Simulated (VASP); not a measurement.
Runs of VASP 6.6.1 on BeS. The structure is that of space group P6_3/mmc (No. 194), or close to it. The cells are those of the table. 

```tsv
task	level	cell	k mesh	cutoff (eV)	smearing	grid for exact exchange (PRECFOCK)	share of exact exchange	screening parameter	gap on the mesh (eV)	pressure (GPa)
dielectric tensor	PBE	a = 3.462, b = 3.462, c = 6.992 Å, angles 90.0, 90.0, 120.0°, 4 atoms	9 × 9 × 4	520	gaussian 0.01 eV	-	-	-	4.03	-
single point	HSE06	a = 3.450, b = 3.450, c = 7.392 Å, angles 90.0, 90.0, 120.0°, 4 atoms	6 × 6 × 2	520	fermi-dirac 0.02 eV	Normal	0.25	0.2079 1/Å	(c)	-0.1
single point	PBE0	a = 3.462, b = 3.462, c = 6.992 Å, angles 90.0, 90.0, 120.0°, 4 atoms	6 × 6 × 4	520	gaussian 0.01 eV	Normal	0.25	-	5.78	(b)
single point	r2SCAN0	a = 3.462, b = 3.462, c = 6.992 Å, angles 90.0, 90.0, 120.0°, 4 atoms	6 × 6 × 4	520	gaussian 0.01 eV	Normal	0.25	-	(a)	-0.7
relaxation of cell and atoms	r2SCAN	relaxed from a = 3.460, b = 3.460, c = 7.704 Å, angles 90.0, 90.0, 120.0°, 4 atoms	12 × 12 × 4	600	fermi-dirac 0.02 eV	-	-	-	4.45	0.0
```

Alike in all rows: potentials or basis VASP PAW PBE potentials, release 64 (Be, S); no spin polarisation.

Fill in the values left out.

(a) 6.09; (b) -0.5; (c) 5.25.

Caveats: some runs use coarse meshes; the PAW data sets were made with another functional, which shifts forces and pressure a little (at least some runs).

A k mesh can miss the band edges.
